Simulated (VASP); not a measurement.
Here is a VASP 6.6.1 calculation.

Contents of INCAR:

```
  PREC = Accurate
  ENCUT = 520
  EDIFF = 1E-6
  ISMEAR = 0
  SIGMA = 0.1
  LREAL = False
  LASPH = True
  NELM = 80
  ALGO = Fast
  ISIF = 2
  LWAVE = False
  LCHARG = True
  GGA = PE
  LELF = True
  LVHAR = True
  NBANDS = 12
```

KPOINTS

```
Automatic mesh
0
Gamma
  15 15 15
```

File POSCAR:

```
P
1.0
    1.8123393247      1.0463545970      3.2398134517
   -1.8123393247      1.0463545970      3.2398134517
    0.0000000000     -2.0927091939      3.2398134517
P
2
Direct
    0.2111041758      0.2111041758      0.2111041758
    0.7888958242      0.7888958242      0.7888958242
```

Potentials or basis: VASP PAW PBE potentials, release 64 (P).

Run with:

```console
$ cat potpaw_PBE.64/P/POTCAR > POTCAR
$ mpirun -np 1 vasp_std > vasp.out
```

Problem. What does it give for the pressure?

Solution. -0.7 GPa.

Problem. What does it give for the band gap on the k mesh?

Solution. Zero (bands 5 and 6 overlap by 0.56 eV).

Problem. Estimate the largest force.

Solution. 1.830 eV/Å.

Stress tensor (GPa, compression positive):
```
-2.49  0.00  0.00
 0.00 -2.49  0.00
 0.00  0.00  2.74
```

Caveat: the cell differs from its parent crystal (strained); the stress differs along the axes, from -2 to 3 GPa; forces of over 1 eV/Å act on the atoms, so gaps and moduli don't describe the material at rest.
